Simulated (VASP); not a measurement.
Set up this calculation in VASP 6.6.1, as the native input.

- Task: electric field gradients
- Functional: PBEsol
- Potentials or basis: VASP PAW PBE potentials, release 64 (Cs_sv, Cl)
- Cutoff: 400 eV
- k mesh: 6 × 6 × 6
- Occupations: fermi-dirac, width 0.03 eV
- Spin: no spin polarisation
- Dipole correction: no
- Further INCAR settings: ALGO = Normal; EDIFF = 1e-08; NBANDS = 15

The structure of CsCl lies in POSCAR:

```
CsCl
1.0
    4.1503054315      0.0000000000      0.0000000000
    0.0000000000      4.1503054315      0.0000000000
    0.0000000000      0.0000000000      4.1503054315
Cs Cl
1 1
Direct
    0.0000000000      0.0000000000      0.0000000000
    0.5000000000      0.5000000000      0.5000000000
```

This cell differs from its parent crystal: volume scaled by 1.02.

One way to write it, as run:

INCAR

```
SYSTEM = CsCl
  PREC = Accurate
  ENCUT = 400
  EDIFF = 1E-8
  ISMEAR = -1
  SIGMA = 0.03
  LREAL = .FALSE.
  LASPH = .TRUE.
  NELM = 120
  ALGO = Normal
  ISIF = 2
  LWAVE = .FALSE.
  LCHARG = .FALSE.
  GGA = PS
  LEFG = .TRUE.
  NBANDS = 15
  GGA_COMPAT = .FALSE.
```

KPOINTS

```
Automatic mesh
0
G
  6 6 6
  0 0 0
```

Potentials or basis: VASP PAW PBE potentials, release 64 (Cs_sv, Cl).

Run with:

```bash
$ cat potpaw_PBE.64/Cs_sv/POTCAR potpaw_PBE.64/Cl/POTCAR > POTCAR
$ mpirun -np 1 vasp_std > vasp.out
```

Results of the run:

```json
{
  "Pressure": "-0.9 GPa",
  "Band gap on the k mesh": "4.96 eV, direct"
}
```

Caveat: without QUAD_EFG the Cq values of the log hold for a quadrupole moment of 1 mb, not for the nuclei; the PAW data sets were made with another functional, which shifts forces and pressure a little; spin-orbit coupling is left out, which moves the levels of the heavy elements.

Wall time 30 s on 1 thread of AMD EPYC 7R13, with other jobs on the host, peak memory 0.13 GiB.
